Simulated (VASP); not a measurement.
A run of VASP 6.6.1 is set up as follows.

The input INCAR:

```
SYSTEM = P
PREC     = Accurate       ! precision mode
ENCUT    = 600            ! plane-wave cutoff, eV
EDIFF    = 1E-6           ! SCF threshold, eV
ISMEAR   = -1             ! smearing method
SIGMA    = 0.05           ! smearing width, eV
LREAL    = .False.        ! projectors in reciprocal space
LASPH    = .True.         ! aspherical terms in the spheres
NELM     = 80             ! most SCF steps
ALGO     = Normal         ! electronic algorithm
ISIF     = 3              ! what is computed and relaxed
LWAVE    = .False.        ! write WAVECAR
LCHARG   = .False.        ! write CHGCAR
GGA      = PE             ! functional
IBRION   = 2              ! ionic algorithm
NSW      = 60             ! ionic steps
EDIFFG   = -0.005         ! ionic threshold
PSTRESS  = 22.0
```

KPOINTS

```
Automatic mesh
0
Gamma
  17 17 17
  0 0 0
```

The input POSCAR:

```
P
1.0
    0.0000000000      1.9184950389      1.9184950389
    1.9184950389      0.0000000000      1.9184950389
    1.9184950389      1.9184950389      0.0000000000
P
1
Direct
    0.0000000000      0.0000000000      0.0000000000
```

Potentials or basis: VASP PAW PBE potentials, release 64 (P).

Launch:

```bash
$ cat potpaw_PBE.64/P/POTCAR > POTCAR
$ mpirun -np 1 vasp_std > vasp.out
```

(1) Predict the space group after relaxing (to 0.1 Å).

(2) Estimate the band gap on the k mesh.

(3) Estimate the relaxed volume.

Results:

(1) Fm-3m (No. 225).

(2) zero (an odd number of electrons rules out a gap without spin polarisation).

(3) 14.10 Å³/atom.

Caveat: the cell is relaxed towards a set pressure, so the run minimises the enthalpy, not the energy.
